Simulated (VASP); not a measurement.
# La5Al20C (a cell with a defect) in VASP: single point with PBEsol

Aim: the single point of La5Al20C (a cell with a defect) with PBEsol.

All numbers are computed with VASP 6.6.1; they aren't measurements. Logs are shortened: lines on timing, memory, paths and dates and some standing lists are left out, and cuts for length are marked.

## (1) The cell of the first run

The cell holds a defect, 26 atoms: a = 8.815 Å, b = 8.815 Å, c = 8.820 Å, α = 113.86°, β = 113.91°, γ = 100.93°.

## (2) Single point, PBEsol

Contents of INCAR:

```
PREC = Accurate ; ENCUT = 520
EDIFF = 1E-6 ; ISMEAR = 0
SIGMA = 0.05 ; LREAL = Auto
LASPH = True ; NELM = 80
ALGO = Normal ; ISIF = 2
LWAVE = False ; LCHARG = True
GGA = PS ; LELF = True
LVHAR = True ; NBANDS = 78
```

Contents of KPOINTS:

```
Automatic mesh
0
Gamma
  3 3 3
```

Contents of POSCAR:

```
La5Al20C
1.0
    6.4491225773      2.1521764004      5.6109619894
   -6.4491225773     -2.1521764004      5.6109619894
    2.1497075258     -6.4565292012     -5.6109619894
Al La C
20 5 1
Direct
    0.8190746144      0.0186714267      0.5994642074
    0.2090029286      0.8038046720      0.7899709411
    0.0248986037      0.4175174845      0.2005869946
    0.6167960294      0.6233908979     -0.0016416817
    0.4137195716      0.2181237753      0.4089296488
    0.5924936559      0.7921190418      0.5994705501
    0.9853406697      0.5820240411      0.7971451354
    0.7783831765      0.2005746235      0.1928495632
    0.4075969051      0.3845733038      0.0060673713
    0.1847773257      0.9872984932      0.4017982215
    0.6512938202      0.5562627795      0.6977795974
    0.0664553043      0.3516312865      0.9031140601
    0.8484054437      0.9624031438      0.2958331693
    0.4247466686      0.1242984654      0.0994482637
    0.2583194561      0.7525937920      0.5011585030
    0.3550481190      0.4536179330      0.3023746155
    0.7486967181      0.2471518453      0.4960024561
    0.5510684291      0.8517214752      0.8965423111
    0.1509965310      0.0517189276      0.7029001087
    0.9535366323      0.6531393182      0.0994815123
    0.1981459387      0.3977333358      0.5994632965
    0.6102095114      0.2093074621      0.8017280832
    0.4036162117      0.8004787347      0.1977511888
    0.0025725643      0.0049251379      0.0011650523
    0.8073752168      0.6075328270      0.3971974739
    0.5983136836      0.2978993533      0.0994402129
```

Potentials or basis: VASP PAW PBE potentials, release 64 (Al, La, C).

Started as:

```
$ cat potpaw_PBE.64/Al/POTCAR potpaw_PBE.64/La/POTCAR potpaw_PBE.64/C/POTCAR > POTCAR
$ mpirun -np 1 vasp_std > vasp.out
```

OUTCAR:

```text
PREC = Accurate
   ENCUT = 520
   EDIFF = 1E-6
   ISMEAR = 0
   LREAL = Auto
   LASPH = True
   NELM = 80
   ISIF = 2
   GGA = PS

 ion  position               nearest neighbor table
   1  0.819  0.019  0.599-   6 2.54  19 2.60  17 2.60  13 2.65  12 2.65  25 3.29  22 3.29  24 3.31
                            23 3.31
   2  0.209  0.804  0.790-   7 2.54  14 2.56  15 2.63  18 2.66  19 2.66  25 3.23  21 3.24  23 3.31
                            24 3.35
   3  0.025  0.418  0.201-   8 2.57  16 2.58  15 2.63  12 2.64  20 2.65  24 3.26  22 3.30  21 3.31
                            25 3.32
   4  0.617  0.623  0.998-   9 2.57  18 2.58  11 2.63  13 2.64  20 2.65  23 3.26  25 3.30  21 3.31
                            22 3.32
   5  0.414  0.218  0.409-  10 2.54  14 2.56  11 2.63  16 2.66  17 2.66  22 3.23  21 3.24  24 3.31
                            23 3.35
   6  0.592  0.792  0.599-   1 2.54  11 2.62  15 2.62  18 2.65  16 2.65  24 3.29  23 3.29  25 3.31
                            22 3.31
   7  0.985  0.582  0.797-   2 2.54  20 2.63  17 2.64  11 2.64  12 2.66  21 3.27  23 3.32  25 3.35
                            24 3.36
   8  0.778  0.201  0.193-  26 1.99   3 2.57  17 2.67  13 2.68  18 2.69  14 2.74  22 3.20  25 3.20
                            21 3.37  24 3.37
   9  0.408  0.385  0.006-  26 1.99   4 2.57  19 2.67  12 2.68  16 2.69  14 2.74  25 3.20  22 3.20
[... 19 lines left out ...]
  19  0.151  0.052  0.703-   1 2.60  10 2.64   2 2.66   9 2.67  12 2.95  14 3.04  15 3.09  13 3.13
                            25 3.48  24 3.50  21 3.52
  20  0.954  0.653  0.099-   7 2.63  10 2.63   3 2.65   4 2.65  15 3.07  11 3.07  13 3.12  12 3.12
                            22 3.48  25 3.48
  21  0.198  0.398  0.599-   2 3.24   5 3.24  10 3.27   7 3.27   4 3.31   3 3.31   9 3.37   8 3.37
                            13 3.45  12 3.45  17 3.52  19 3.52
  22  0.610  0.209  0.802-  26 2.47   8 3.20   9 3.20   5 3.23   1 3.29   3 3.30   6 3.31   4 3.32
                            10 3.35  17 3.48  20 3.48
  23  0.404  0.800  0.198-   4 3.26   6 3.29  14 3.30   1 3.31   2 3.31   7 3.32   5 3.35  10 3.36
                             9 3.37  12 3.49  17 3.50  13 3.51
  24  0.003  0.005  0.001-   3 3.26   6 3.29  14 3.30   1 3.31   5 3.31  10 3.32   2 3.35   7 3.36
                             8 3.37  13 3.49  19 3.50  12 3.51
  25  0.807  0.608  0.397-  26 2.47   9 3.20   8 3.20   2 3.23   1 3.29   4 3.30   6 3.31   3 3.32
                             7 3.35  19 3.48  20 3.48
  26  0.598  0.298  0.099-  14 1.95   9 1.99   8 1.99  22 2.47  25 2.47

  LATTYP: Found a base centered monoclinic cell.
 ALAT       =    13.5975064296
 B/A-ratio  =     0.8252927871
 C/A-ratio  =     0.7071880136
 COS(beta)  =    -0.7065381918

  Lattice vectors:

 A1 = (  -6.4491225773,  -2.1521764004,   5.6109619894)
 A2 = (  -6.4491225773,  -2.1521764004,  -5.6109619894)
 A3 = (   8.5988301031,  -4.3043528008,   0.0000000000)

Analysis of symmetry for initial positions (statically):
=====================================================================
 Subroutine PRICEL returns:
 Original cell was already a primitive cell.

 Routine SETGRP: Setting up the symmetry group for a
 base centered monoclinic supercell.

 Subroutine GETGRP returns: Found  1 space group operations
 (whereof  1 operations were pure point group operations)
 out of a pool of  4 trial point group operations.

The static configuration has the point symmetry C_1 .

Analysis of symmetry for dynamics (positions and initial velocities):
=====================================================================
 Subroutine PRICEL returns:
 Original cell was already a primitive cell.

 Routine SETGRP: Setting up the symmetry group for a
 base centered monoclinic supercell.

 Subroutine GETGRP returns: Found  1 space group operations
 (whereof  1 operations were pure point group operations)
 out of a pool of  4 trial point group operations.

The dynamic configuration has the point symmetry C_1 .

 Subroutine INISYM returns: Found  1 space group operations
 (whereof  1 operations are pure point group operations),
 and found     1 'primitive' translations

----------------------------------------------------------------------------------------

                                     Primitive cell

  volume of cell :     519.1879

  direct lattice vectors                    reciprocal lattice vectors
     6.449122577  2.152176400  5.610961989     0.093035912 -0.046464593  0.089111279
[... 75 lines left out ...]
    -0.015505985 -0.030976395  0.029703760     0.000000000  0.333333333  0.000000000
     0.015505985 -0.046464593  0.000000000     0.000000000 -0.000000000  0.333333333

  Length of vectors
     0.045650191  0.045632072  0.048983609

  Shift w.r.t. Gamma in fractional coordinates (k-lattice)
     0.000000000  0.000000000  0.000000000

 Subroutine IBZKPT returns following result:
 ===========================================

 Found     14 irreducible k-points:

 Following reciprocal coordinates:
            Coordinates               Weight
  0.000000  0.000000  0.000000      1.000000
  0.333333 -0.000000  0.000000      2.000000
  0.000000  0.333333 -0.333333      2.000000
 -0.000000  0.333333  0.000000      2.000000
  0.333333 -0.000000 -0.333333      2.000000
  0.333333  0.333333  0.000000      2.000000
  0.333333  0.333333  0.333333      2.000000
 -0.333333  0.333333 -0.000000      2.000000
 -0.000000  0.000000  0.333333      2.000000
  0.333333 -0.000000  0.333333      2.000000
  0.000000  0.333333  0.333333      2.000000
 -0.333333  0.333333  0.333333      2.000000
  0.333333 -0.333333  0.333333      2.000000
 -0.333333 -0.333333  0.333333      2.000000
   k-points           NKPTS =     14   k-points in BZ     NKDIM =     14   number of bands    NBANDS=     78
   number of dos      NEDOS =    301   number of ions     NIONS =     26
   total plane-waves  NPLWV = 343000
   dimension x,y,z NGX =    70 NGY =   70 NGZ =   70
   dimension x,y,z NGXF=   140 NGYF=  140 NGZF=  140
   ions per type =              20   5   1
   NGX,Y,Z   is equivalent  to a cutoff of  13.20, 13.20, 13.19 a.u.
   NGXF,Y,Z  is equivalent  to a cutoff of  26.40, 26.40, 26.39 a.u.
 SYSTEM =  unknown system
   PREC   = accura    normal or accurate (medium, high low for compatibility)
   ISTART =      0    job   : 0-new  1-cont  2-samecut
   ICHARG =      2    charge: 1-file 2-atom 10-const
   ISPIN  =      1    spin polarized calculation?
   LNONCOLLINEAR =      F non collinear calculations
   LSORBIT =      F    spin-orbit coupling
   LASPH  =      T    aspherical Exc in radial PAW
   ENCUT  =  520.0 eV  38.22 Ry    6.18 a.u.  16.39 16.39 16.40*2*pi/ulx,y,z
   NELM   =     80;   NELMIN=  2; NELMDL= -5     # of ELM steps
   EDIFF  = 0.1E-05   stopping-criterion for ELM
   LREAL  =      T    real-space projection
   EDIFFG = 0.1E-04   stopping-criterion for IOM
   NSW    =      0    number of steps for IOM
   IBRION =     -1    ionic relax: 0-MD 1-quasi-New 2-CG
   NFREE  =      0    steps in history (QN), initial steepest desc. (CG)
   ISIF   =      2    stress and relaxation
   ISYM   =      2    0-nonsym 1-usesym 2-fastsym
   POTIM  = 0.5000    time-step for ionic-motion
   TEBEG  =    0.0;   TEEND  =   0.0 temperature during run
   PSTRESS=    0.0 pullay stress
   NELECT =     119.0000    total number of electrons
   NUPDOWN=      -1.0000    fix difference up-down
   EMIN   =  10.00;   EMAX   =-10.00  energy-range for DOS
   EFERMI =   0.00;   METHOD = LEGACY
   ISMEAR =     0;   SIGMA  =   0.05  broadening in eV -4-tet -1-fermi 0-gaus
   EFERMI_NEDOS =   21; number of points for ismear=-14 and -15
   IALGO  =     38    algorithm
   IMIX   =      4    mixing-type and parameters
     AMIX     =   0.40;   BMIX     =  1.00
     AMIX_MAG =   1.60;   BMIX_MAG =  1.00
  volume/ion in A,a.u.               =      19.97       134.76
  Fermi-wavevector in a.u.,A,eV,Ry     =   1.001880  1.893278 13.657027  1.003763
  Thomas-Fermi vector in A             =   2.134331
   LORBIT       =      0    0 simple, 1 ext, 2 COOP (PROOUT), +10 PAW based schemes
   GGA     = PS    functional components
   LHFCALC =     F    Hartree Fock is set to
   AEXX    =    0.0000 exact exchange contribution
   IVDW    =     0    specifies the selected vdW correction
   LEPSILON=     F    determine dielectric tensor
   LRPA    =     F    only Hartree local field effects (RPA)
 non-spin polarized calculation
 Gauss-broadening in eV      SIGMA  =   0.05
  energy-cutoff  :      520.00
  volume of cell :      519.19
 maximum number of plane-waves:     13999
 NGX is ok and might be reduce to    70
   NGX = 33   NGY = 33   NGZ = 33

 number of electron     119.0000000 magnetization

 Free energy of the ion-electron system (eV)
  ---------------------------------------------------
  ext. energy  EPLUGINS =         0.00000000
  ---------------------------------------------------
  free energy    TOTEN  =      -125.48471246 eV

  energy without entropy =     -125.47193845  energy(sigma->0) =     -125.47832545

 E-fermi :   7.8393     XC(G=0): -10.0919

 val. band max:        7.8383621409   @ k =  -0.0000   0.3333   0.0000
 cond. band min:       7.8720143055   @ k =  -0.3333   0.3333  -0.0000
 fundamental gap:      0.0336521647
 Fermi energy:         7.8393010414

 k-point     1 :       0.0000    0.0000    0.0000
  band No.  band energies     occupation
      1     -24.8383      2.00000
      2     -24.8301      2.00000
      3     -24.8161      2.00000
      4     -24.5500      2.00000
      5     -24.5395      2.00000
      6      -8.8092      2.00000
[... 1025 lines left out ...]
     70       9.3043      0.00000
     71       9.4630      0.00000
 [bands above 71 left out]

------------------------ aborting loop because EDIFF is reached ----------------------------------------

  FORCE on cell =-STRESS in cart. coord.  units (eV):
  Direction    XX          YY          ZZ          XY          YZ          ZX
  --------------------------------------------------------------------------------------
  -------------------------------------------------------------------------------------
  Total        3.2945014      5.2826974      4.1766212      0.2326862     -0.0021231     -0.0007162
  in kB       10.1665994     16.3020324     12.8887592      0.7180531     -0.0065518     -0.0022103
  external PRESSURE =      13.1191303 kB  Pullay stress =       0.0000000 kB

 VOLUME and BASIS-vectors are now :
 -----------------------------------------------------------------------------
  energy-cutoff  :      520.00
  volume of cell :      519.19
      direct lattice vectors                 reciprocal lattice vectors
     6.449122577  2.152176400  5.610961989     0.093035912 -0.046464593  0.089111279
    -6.449122577 -2.152176400  5.610961989    -0.046517956 -0.092929186  0.089111279
     2.149707526 -6.456529201 -5.610961989     0.046517956 -0.139393778  0.000000000

 POSITION                                       TOTAL-FORCE (eV/Angst)
 -----------------------------------------------------------------------------------
      6.45057     -2.14785      1.33699        -0.000944     -0.002201     -0.001265
     -2.13774     -6.38059      1.25033         0.001433      0.000707     -0.006354
     -2.10084     -2.14008      1.35689        -0.005037      0.000269     -0.005341
      2.10365     -6.46012      1.35689         0.006053      0.000494     -0.002801
      2.14050     -2.21931      1.25076        -0.001130      0.000177     -0.007103
      0.00128     -4.30013      4.40540        -0.001393     -0.003628      0.009169
[... 18 lines left out ...]
      2.14267     -2.13442      5.71034         0.002923     -0.003801      0.006448
      2.15118      0.00451      4.47066         0.001812      0.000098     -0.006727
 -----------------------------------------------------------------------------------
    total drift:                                0.000669     -0.001971     -0.025821

  FREE ENERGIE OF THE ION-ELECTRON SYSTEM (eV)
  ---------------------------------------------------
  free  energy   TOTEN  =      -125.4847124617 eV

  energy  without entropy=     -125.4719384454  energy(sigma->0) =     -125.47832545
```

Run time: 22 min. Hardware: 1 thread of Intel Xeon 6975P-C (Granite Rapids), shared host; peak memory 0.91 GiB.

Results:

| Quantity | Value |
| --- | --- |
| Free energy | -125.4847 eV |
| Pressure | 1.3 GPa |
| Largest force | 0.012 eV/Å |
| Band gap on the k mesh | zero (an odd number of electrons rules out a gap without spin polarisation) |

Forces in eV/Å, atoms in the order of the input:
```
Al  -0.001 -0.002 -0.001
Al   0.001  0.001 -0.006
Al  -0.005  0.000 -0.005
Al   0.006  0.000 -0.003
Al  -0.001  0.000 -0.007
Al  -0.001 -0.004  0.009
Al   0.001  0.002  0.005
Al   0.008  0.001  0.001
Al  -0.008 -0.001  0.000
Al  -0.001 -0.001  0.004
Al  -0.001  0.003  0.002
Al   0.000  0.002  0.001
Al  -0.002 -0.003  0.001
Al  -0.001 -0.001 -0.012
Al   0.000 -0.002  0.002
Al  -0.001  0.003  0.001
Al   0.001 -0.002  0.001
Al   0.000 -0.002  0.000
Al   0.000  0.003  0.001
Al  -0.001  0.000 -0.003
La   0.000  0.001 -0.002
La  -0.001  0.005  0.007
La  -0.001  0.000  0.003
La   0.001  0.000  0.003
La   0.003 -0.004  0.006
C    0.002  0.000 -0.007
```

Stress tensor (GPa, compression positive):
```
1.02 0.07 0.00
0.07 1.63 0.00
0.00 0.00 1.29
```

Caveat: the PAW data sets were made with another functional, which shifts forces and pressure a little; spin-orbit coupling is left out, which moves the levels of the heavy elements.

The gap in the log of VASP goes by the Fermi energy; the results here count the filled bands.